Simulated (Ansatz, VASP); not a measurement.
RbReSe2: VASP beside Ansatz

```
Re Se Rb
1.0
     4.07509    0.00000    0.00000
    -2.03754    3.52913    0.00000
     0.00000   -2.35275    7.69334
Re Se Rb
1 2 1
Direct
  0.50000 0.00000 0.50000
  0.21778 0.43557 0.65335
  0.78222 0.56443 0.34665
  0.00000 0.00000 0.00000
```

Alike in both runs: functional PBE; k mesh 7 × 7 × 7; no spin polarisation.

Ansatz relaxed the structure, and its values are those at the end. VASP's run is a single point on that final structure, the one shown.

|  | VASP | Ansatz |
| --- | --- | --- |
| version | VASP 6.6.1 | Ansatz 0.2.0 |
| potentials or method | VASP PAW PBE potentials, release 64 (Re, Se, Rb_sv), cutoff 520 eV | PAW plane waves |
| occupations | fermi-dirac, width 0.1 eV | fermi-dirac |
| valence electrons in the cell | 28 | 56 |

|  | VASP | Ansatz | Ansatz less VASP |
| --- | --- | --- | --- |
| pressure (GPa) | -4.5 | -4.6 | -0.07 |
| rms of the force components (eV/Å) | 0.002 | 0.006 | +0.0034 |

VASP's potentials hold 28 valence electrons a cell and Ansatz's 56, so a difference there can come from the potentials and not from the codes. Ansatz's warnings: stress scf threshold loose, structure snapped to symmetry.

Neither program's run includes spin-orbit coupling.
